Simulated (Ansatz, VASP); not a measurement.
Au in VASP and in Ansatz

```
CELL_PARAMETERS angstrom
-1.63241 1.63241 1.65727
1.63241 -1.63241 1.65727
1.63241 1.63241 -1.65727
ATOMIC_POSITIONS crystal
Au 0.00000 0.00000 0.00000
```

Change from the starting cell: strain -0.015 along x and y, +0.000 along z, atoms carried along.

Alike in both runs: task single point; functional r2SCAN; k mesh 20 × 20 × 20; occupations gaussian, width 0.15 eV; no spin polarisation.

```csv
,VASP,Ansatz
version,VASP 6.6.1,Ansatz 0.2.0
potentials or method,"VASP PAW PBE potentials, release 64 (Au), cutoff 520 eV","scalar-relativistic, plane waves, PAW"
valence electrons in the cell,11,19
```

VASP gave:

* gap on the k mesh at the Fermi level (eV): none
* pressure (GPa): -0.4

Question: What did Ansatz give for the same quantities?

Answer: gap on the k mesh at the Fermi level (eV): none; pressure (GPa): -0.7.

VASP's potentials were made for PBE, not for r2SCAN. A gap of «none» marks a metal or a gap that the smearing closes. VASP's potentials hold 11 valence electrons a cell and Ansatz's 19, so a difference there can come from the potentials and not from the codes.

Spin-orbit coupling is off throughout.
